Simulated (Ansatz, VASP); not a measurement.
# Two plane-wave programs on Ni

INCAR

```
SYSTEM = Ni
  PREC = Accurate
  ENCUT = 520
  EDIFF = 1E-7
  ISMEAR = 0
  SIGMA = 0.3
  LREAL = .FALSE.
  LASPH = .TRUE.
  NELM = 150
  ALGO = Normal
  ISIF = 2
  LWAVE = .FALSE.
  LCHARG = .FALSE.
  ISPIN = 2
  MAGMOM = 0.607
  LORBIT = 11
  LMAXMIX = 4
  NBANDS = 15
```

KPOINTS

```
Automatic mesh
0
G
  16 16 16
  0 0 0
```

Contents of POSCAR:

```
Ni
1.0
    0.0000000000      1.7124646296      1.7124646296
    1.7124646296      0.0000000000      1.7124646296
    1.7124646296      1.7124646296      0.0000000000
Ni
1
Direct
    0.0000000000      0.0000000000      0.0000000000
```

Input for Ansatz:

```yaml
crystal:
  lattice:
    - [0.0, 1.7124646296, 1.7124646296]
    - [1.7124646296, 0.0, 1.7124646296]
    - [1.7124646296, 1.7124646296, 0.0]
  atoms:
    - { symbol: Ni, position: [0.0, 0.0, 0.0], spin: 0.607 }
hamiltonian:
  xc: lda
  pseudopotentials:
    kind: paw
    azcp:
      Ni: "pseudopotentials/Ni.paw.azcp"
basis:
  ecutwfc: 420
  fft_grid_basis: typed
kpoints:
  mp_grid: { grid: [16, 16, 16], shift: [0, 0, 0] }
magnetization:
  spin_polarized: true
scf:
  occupations: { method: gaussian, width: 0.3 }
  lower_state_search: "off"
output:
  stress: true
  write_density: true
  write_potential: true
  elf: true
  volumetric_format: npy
```

Alike in both runs: task single point; functional LDA; k mesh 16 × 16 × 16; occupations gaussian, width 0.3 eV; collinear spin.

```csv
,VASP,Ansatz
version,VASP 6.6.1,Ansatz 0.2.0
potentials or method,"VASP PAW LDA potentials, release 64 (Ni), cutoff 520 eV","plane waves (420 eV) with PAW, scalar-relativistic"
valence electrons in the cell,10,18
```

|  | VASP | Ansatz | Ansatz less VASP |
| --- | --- | --- | --- |
| pressure (GPa) | 0.0 | 0.1 | +0.15 |
| net moment per atom (μB) | 0.53 | 0.56 | +0.026 |
| size of the moment on the site where the two differ most (μB) | 0.53 | 0.58 | +0.051 |

Ansatz warns that its potentials were made for another functional, while VASP's fit it. LDA's correlation is that of Perdew and Zunger in VASP and of Perdew and Wang (1992) in Ansatz. Site moments also hang on the region over which each program counts them. VASP's potentials hold 10 valence electrons a cell and Ansatz's 18, so a difference there can come from the potentials and not from the codes.
